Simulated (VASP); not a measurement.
# Sn3Se2 (R-3c) in VASP: notebook

The runs below take Sn3Se2 through single point, with PBE.

Program: VASP 6.6.1. These are calculated values, not measurements. Logs are shortened: lines on timing, memory, paths and dates and some standing lists are left out, and cuts for length are marked.

### 1 The cell of the first run

The structure is trigonal, space group R-3c (No. 167). The conventional cell has a = 6.940 Å, b = 6.940 Å, c = 18.949 Å, α = 90.00°, β = 90.00°, γ = 120.00°. Within 4.0 Å of Sn (site symmetry 2) lie 4 Se at 2.70 to 2.88 Å and 8 Sn at 3.68 to 3.97 Å. Within 3.6 Å of Se (site symmetry 3) lie 6 Sn at 2.70 to 2.88 Å.

### 2 Single point, PBE

INCAR

```
SYSTEM = Sn3Se2
  PREC = Accurate
  ENCUT = 520
  EDIFF = 1E-6
  ISMEAR = 0
  SIGMA = 0.1
  LREAL = .False.
  LASPH = .True.
  NELM = 60
  ALGO = Normal
  ISIF = 2
  LWAVE = .False.
  LCHARG = .False.
  GGA = PE
  NBANDS = 65
```

KPOINTS

```
Automatic mesh
0
Gamma
  3 3 3
  0 0 0
```

POSCAR

```
Sn3Se2
1.0
    3.4702385758      2.0035431759      6.3163553358
   -3.4702385758      2.0035431759      6.3163553358
    0.0000000000     -4.0070863518      6.3163553358
Sn Se
6 4
Direct
    0.0562500000      0.4437500000      0.7500000000
    0.7500000000      0.0562500000      0.4437500000
    0.4437500000      0.7500000000      0.0562500000
    0.9437500000      0.5562500000      0.2500000000
    0.2500000000      0.9437500000      0.5562500000
    0.5562500000      0.2500000000      0.9437500000
    0.8521800000      0.8521800000      0.8521800000
    0.6478200000      0.6478200000      0.6478200000
    0.1478200000      0.1478200000      0.1478200000
    0.3521800000      0.3521800000      0.3521800000
```

Potentials or basis: VASP PAW PBE potentials, release 64 (Sn_d, Se).

Started as:

```bash
cat potpaw_PBE.64/Sn_d/POTCAR potpaw_PBE.64/Se/POTCAR > POTCAR
mpirun -np 1 vasp_std > vasp.out
```

OUTCAR:

```text
SYSTEM = Sn3Se2
   PREC = Accurate
   ENCUT = 520
   EDIFF = 1E-6
   ISMEAR = 0
   LREAL = .False.
   LASPH = .True.
   NELM = 60
   ISIF = 2
   GGA = PE

 ion  position               nearest neighbor table
   1  0.056  0.444  0.750-   9 2.70  10 2.70   7 2.88   8 2.88   2 3.68   3 3.68
   2  0.750  0.056  0.444-  10 2.70   9 2.70   7 2.88   8 2.88   1 3.68   3 3.68
   3  0.444  0.750  0.056-   9 2.70  10 2.70   7 2.88   8 2.88   1 3.68   2 3.68
   4  0.944  0.556  0.250-   7 2.70   8 2.70   9 2.88  10 2.88   6 3.68   5 3.68
   5  0.250  0.944  0.556-   8 2.70   7 2.70   9 2.88  10 2.88   4 3.68   6 3.68
   6  0.556  0.250  0.944-   7 2.70   8 2.70   9 2.88  10 2.88   4 3.68   5 3.68
   7  0.852  0.852  0.852-   6 2.70   4 2.70   5 2.70   1 2.88   3 2.88   2 2.88
   8  0.648  0.648  0.648-   5 2.70   4 2.70   6 2.70   1 2.88   3 2.88   2 2.88
   9  0.148  0.148  0.148-   3 2.70   1 2.70   2 2.70   4 2.88   5 2.88   6 2.88
  10  0.352  0.352  0.352-   2 2.70   1 2.70   3 2.70   4 2.88   5 2.88   6 2.88

  LATTYP: Found a trigonal (rhomboedric) cell.
 ALAT       =     7.4801795272
 COS(alpha) =     0.5695481095

  Lattice vectors:

 A1 = (   3.4702385758,   2.0035431759,   6.3163553358)
 A2 = (  -3.4702385758,   2.0035431759,   6.3163553358)
 A3 = (   0.0000000000,  -4.0070863518,   6.3163553358)

Analysis of symmetry for initial positions (statically):
=====================================================================
 Subroutine PRICEL returns:
 Original cell was already a primitive cell.

 Routine SETGRP: Setting up the symmetry group for a
 trigonal (rhombohedral) supercell.

 Subroutine GETGRP returns: Found 12 space group operations
 (whereof  6 operations were pure point group operations)
 out of a pool of 12 trial point group operations.

The static configuration has the point symmetry S_6 .
 The point group associated with its full space group is D_3d.

Analysis of symmetry for dynamics (positions and initial velocities):
=====================================================================
 Subroutine PRICEL returns:
 Original cell was already a primitive cell.

 Routine SETGRP: Setting up the symmetry group for a
 trigonal (rhombohedral) supercell.

 Subroutine GETGRP returns: Found 12 space group operations
 (whereof  6 operations were pure point group operations)
 out of a pool of 12 trial point group operations.

[... 104 lines left out ...]
   ISIF   =      2    stress and relaxation
   ISYM   =      2    0-nonsym 1-usesym 2-fastsym
   POTIM  = 0.5000    time-step for ionic-motion
   TEBEG  =    0.0;   TEEND  =   0.0 temperature during run
   PSTRESS=    0.0 pullay stress
   NELECT =     108.0000    total number of electrons
   NUPDOWN=      -1.0000    fix difference up-down
   EMIN   =  10.00;   EMAX   =-10.00  energy-range for DOS
   EFERMI =   0.00;   METHOD = LEGACY
   ISMEAR =     0;   SIGMA  =   0.10  broadening in eV -4-tet -1-fermi 0-gaus
   EFERMI_NEDOS =   21; number of points for ismear=-14 and -15
   IALGO  =     38    algorithm
   IMIX   =      4    mixing-type and parameters
     AMIX     =   0.40;   BMIX     =  1.00
     AMIX_MAG =   1.60;   BMIX_MAG =  1.00
  volume/ion in A,a.u.               =      26.35       177.82
  Fermi-wavevector in a.u.,A,eV,Ry     =   1.216067  2.298033 20.120550  1.478819
  Thomas-Fermi vector in A             =   2.351433
   LORBIT       =      0    0 simple, 1 ext, 2 COOP (PROOUT), +10 PAW based schemes
   GGA     = PE    functional components
   LHFCALC =     F    Hartree Fock is set to
   AEXX    =    0.0000 exact exchange contribution
   IVDW    =     0    specifies the selected vdW correction
   LEPSILON=     F    determine dielectric tensor
   LRPA    =     F    only Hartree local field effects (RPA)
 non-spin polarized calculation
 Gauss-broadening in eV      SIGMA  =   0.10
  energy-cutoff  :      520.00
  volume of cell :      263.50
 maximum number of plane-waves:      7102
   NGX = 27   NGY = 27   NGZ = 27

 number of electron     108.0000018 magnetization

 Free energy of the ion-electron system (eV)
  ---------------------------------------------------
  ext. energy  EPLUGINS =         0.00000000
  ---------------------------------------------------
  free energy    TOTEN  =       -34.72056925 eV

  energy without entropy =      -34.67641581  energy(sigma->0) =      -34.69849253

 E-fermi :   6.8372     XC(G=0):  -9.8423

 val. band max:        6.8134096612   @ k =   0.3333   0.3333  -0.0000
 cond. band min:       6.8510382564   @ k =  -0.3333   0.3333   0.0000
 fundamental gap:      0.0376285952
 Fermi energy:         6.8371797763

 k-point     1 :       0.0000    0.0000    0.0000
  band No.  band energies     occupation
      1     -15.0313      2.00000
      2     -14.9785      2.00000
      3     -14.9785      2.00000
      4     -14.9749      2.00000
      5     -14.9749      2.00000
      6     -14.9714      2.00000
[... 397 lines left out ...]
     64      10.1314      0.00000
     65      10.2612      0.00000

------------------------ aborting loop because EDIFF is reached ----------------------------------------

  FORCE on cell =-STRESS in cart. coord.  units (eV):
  Direction    XX          YY          ZZ          XY          YZ          ZX
  --------------------------------------------------------------------------------------
  -------------------------------------------------------------------------------------
  Total       20.0610275     20.0610275     15.9396111     -0.0000000      0.0000000     -0.0000000
  in kB      121.9797986    121.9797986     96.9197891     -0.0000000      0.0000000     -0.0000000
  external PRESSURE =     113.6264621 kB  Pullay stress =       0.0000000 kB

 VOLUME and BASIS-vectors are now :
 -----------------------------------------------------------------------------
  energy-cutoff  :      520.00
  volume of cell :      263.50
      direct lattice vectors                 reciprocal lattice vectors
     3.470238576  2.003543176  6.316355336     0.144082313  0.083185962  0.052773050
    -3.470238576  2.003543176  6.316355336    -0.144082313  0.083185962  0.052773050
     0.000000000 -4.007086352  6.316355336     0.000000000 -0.166371924  0.052773050

 POSITION                                       TOTAL-FORCE (eV/Angst)
 -----------------------------------------------------------------------------------
     -1.34472     -2.00354      7.89544        -0.261295     -0.000000      0.000000
      2.40748     -0.16279      7.89544         0.130647     -0.226288      0.000000
     -1.06276      2.16633      7.89544         0.130647      0.226288      0.000000
      1.34472      2.00354     11.05362         0.261295      0.000000      0.000000
     -2.40748      0.16279     11.05362        -0.130647      0.226288      0.000000
      1.06276     -2.16633     11.05362        -0.130647     -0.226288      0.000000
      0.00000      0.00000     16.14802        -0.000000      0.000000     -0.656493
      0.00000      0.00000     12.27558        -0.000000      0.000000      0.656493
      0.00000      0.00000      2.80105        -0.000000     -0.000000      0.656493
      0.00000      0.00000      6.67348        -0.000000      0.000000     -0.656493
 -----------------------------------------------------------------------------------
    total drift:                               -0.000000     -0.000000      0.000000

  FREE ENERGIE OF THE ION-ELECTRON SYSTEM (eV)
  ---------------------------------------------------
  free  energy   TOTEN  =       -34.7205692516 eV

  energy  without entropy=      -34.6764158055  energy(sigma->0) =      -34.69849253
```

Run time: 4.6 min. Hardware: 1 thread of Intel Xeon 8259CL, shared host; peak memory 0.45 GiB.

Results:

* Free energy: -34.7206 eV
* Pressure: 11.4 GPa
* Largest force: 0.656 eV/Å
* Band gap on the k mesh: zero (bands 54 and 55 overlap by 0.93 eV)

Forces on the atoms (eV/Å):
```
Sn  -0.261  0.000  0.000
Sn   0.131 -0.226  0.000
Sn   0.131  0.226  0.000
Sn   0.261  0.000  0.000
Sn  -0.131  0.226  0.000
Sn  -0.131 -0.226  0.000
Se   0.000  0.000 -0.656
Se   0.000  0.000  0.656
Se   0.000  0.000  0.656
Se   0.000  0.000 -0.656
```

Stress tensor (GPa, compression positive):
```
12.20  0.00  0.00
 0.00 12.20  0.00
 0.00  0.00  9.69
```

Caveat: the k points lie up to 0.37 Å⁻¹ apart, too coarse for converged energies and pressures of a metal; spin-orbit coupling is left out, which moves the levels of the heavy elements.

### 3 Single point, PBE

This run uses another cell than the first one, of 28.87 Å³/atom.

INCAR

```
PREC = Accurate
ENCUT = 520
EDIFF = 1E-6
ISMEAR = 0
SIGMA = 0.1
LREAL = F
LASPH = T
NELM = 60
ALGO = Normal
ISIF = 2
LWAVE = F
LCHARG = T
GGA = PE
LELF = T
LVHAR = T
NBANDS = 65
```

KPOINTS

```
Automatic mesh
0
Gamma
  3 3 3
```

POSCAR

```
Sn3Se2
1.0
    3.0900283408      1.7840286943      8.7273564145
   -3.0900283408      1.7840286943      8.7273564145
    0.0000000000     -3.5680573887      8.7273564145
Sn Se
6 4
Direct
    0.1101620065      0.3898379935      0.7500000000
    0.7500000000      0.1101620065      0.3898379935
    0.3898379935      0.7500000000      0.1101620065
    0.8898379935      0.6101620065      0.2500000000
    0.2500000000      0.8898379935      0.6101620065
    0.6101620065      0.2500000000      0.8898379935
    0.8203042539      0.8203042539      0.8203042539
    0.6796957461      0.6796957461      0.6796957461
    0.1796957461      0.1796957461      0.1796957461
    0.3203042539      0.3203042539      0.3203042539
```

Potentials or basis: VASP PAW PBE potentials, release 64 (Sn_d, Se).

Started as:

```bash
cat potpaw_PBE.64/Sn_d/POTCAR potpaw_PBE.64/Se/POTCAR > POTCAR
mpirun -np 1 vasp_std > vasp.out
```

It took 8.7 min on 1 thread of Intel Xeon 8259CL, shared host; peak memory 0.71 GiB.

Results (log left out):

- Free energy: -38.3100 eV
- Pressure: 0.0 GPa
- Largest force: 0.004 eV/Å
- Band gap on the k mesh: zero (bands 54 and 55 overlap by 0.38 eV)

Forces on the atoms (eV/Å):
```
Sn   0.001  0.000  0.000
Sn  -0.001  0.001  0.000
Sn  -0.001 -0.001  0.000
Sn  -0.001  0.000  0.000
Sn   0.001 -0.001  0.000
Sn   0.001  0.001  0.000
Se   0.000  0.000 -0.004
Se   0.000  0.000  0.004
Se   0.000  0.000  0.004
Se   0.000  0.000 -0.004
```

Levels at points of the mesh, in eV from the Fermi level:
```tsv
k point	band 52	band 53	band 54	band 55	band 56	band 57
(0.00, 0.00, 0.00)	-1.25	-1.20	-1.20	-0.39	-0.39	0.58
```

Caveat: the k points lie up to 0.40 Å⁻¹ apart; semilocal functionals underestimate gaps, and a narrow one can read as zero; spin-orbit coupling is left out, which moves the levels of the heavy elements.

### 4 Single point, PBE

This run uses another cell than the first one, of 28.57 Å³/atom.

Edit INCAR of step 3 so:

```diff
@@ -11,6 +11,4 @@
 LWAVE = F
-LCHARG = T
+LCHARG = F
 GGA = PE
-LELF = T
-LVHAR = T
 NBANDS = 65
```

KPOINTS

```
regular mesh
0
Gamma
  6 6 6
```

POSCAR

```
Sn3Se2
1.0
    3.0827442932      1.7798232475      8.6779606672
   -3.0827442932      1.7798232475      8.6779606672
    0.0000000000     -3.5596464950      8.6779606672
Sn Se
6 4
Direct
    0.6155243778      0.8844756222      0.2500000000
    0.2500000000      0.6155243778      0.8844756222
    0.8844756222      0.2500000000      0.6155243778
    0.3844756222      0.1155243778      0.7500000000
    0.7500000000      0.3844756222      0.1155243778
    0.1155243778      0.7500000000      0.3844756222
    0.3203867195      0.3203867195      0.3203867195
    0.1796132805      0.1796132805      0.1796132805
    0.6796132805      0.6796132805      0.6796132805
    0.8203867195      0.8203867195      0.8203867195
```

Started as:

```bash
cat potpaw_PBE.64/Sn_d/POTCAR potpaw_PBE.64/Se/POTCAR > POTCAR
mpirun -np 1 vasp_std > vasp.out
```

Run time: 37 min. Hardware: 1 thread of Intel Xeon 8259CL, shared host; peak memory 0.96 GiB.

Results (log left out):

```
Free energy            : -38.2993 eV
Pressure               : 0.0 GPa
Largest force          : 0.006 eV/Å
Band gap on the k mesh : zero (bands 54 and 55 overlap by 0.70 eV)
```

Forces on the atoms (eV/Å):
```
Sn   0.005  0.000  0.000
Sn  -0.002  0.004  0.000
Sn  -0.002 -0.004  0.000
Sn  -0.005  0.000  0.000
Sn   0.002 -0.004  0.000
Sn   0.002  0.004  0.000
Se   0.000  0.000  0.006
Se   0.000  0.000 -0.006
Se   0.000  0.000 -0.006
Se   0.000  0.000  0.006
```

Levels at points of the mesh, in eV from the Fermi level:
| k point | band 50 | band 51 | band 52 | band 53 | band 54 | band 55 | band 56 | band 57 | band 58 | band 59 |
| --- | --- | --- | --- | --- | --- | --- | --- | --- | --- | --- |
| (0.00, 0.00, 0.00) | -2.12 | -1.52 | -1.38 | -1.19 | -1.19 | -0.48 | -0.48 | 0.54 | 0.54 | 1.19 |
| (0.50, 0.00, 0.00) | -2.21 | -1.90 | -1.90 | -0.18 | -0.18 | 0.38 | 0.38 | 1.60 | 1.60 | 1.91 |
| (0.50, 0.50, 0.00) | -1.64 | -1.49 | -1.37 | -0.54 | 0.18 | 0.58 | 0.60 | 1.10 | 1.39 | 1.41 |
| (0.50, 0.50, 0.50) | -2.54 | -2.19 | -2.19 | -1.71 | -1.71 | 0.91 | 0.91 | 0.91 | 0.91 | 1.49 |

Caveat: semilocal functionals underestimate gaps, and a narrow one can read as zero; spin-orbit coupling is left out, which moves the levels of the heavy elements.

### 5 Overview

```tsv
cell	k mesh	gap on the mesh (eV)	pressure (GPa)	largest force (eV/Å)
a = 7.480 Å, angles 55.3°, 10 atoms, atomic positions A	3 × 3 × 3	none	11.4	0.66
a = 9.429 Å, angles 38.3°, 10 atoms, atomic positions B	3 × 3 × 3	none	0.0	-
a = 9.380 Å, angles 38.4°, 10 atoms, atomic positions C	6 × 6 × 6	none	0.0	0.01
```

Alike in all rows: task single point; level PBE; potentials or basis VASP PAW PBE potentials, release 64 (Sn_d, Se); no spin polarisation; cutoff (eV) 520; smearing gaussian 0.1 eV.

Caveats: some runs use coarse meshes; spin-orbit coupling is left out, which moves the levels of the heavy elements; semilocal functionals underestimate gaps, and a narrow one can read as zero (at least some runs).

Absolute energies hang on the potentials; compare differences alone.

The gap in the log of VASP goes by the Fermi energy; the results here count the filled bands.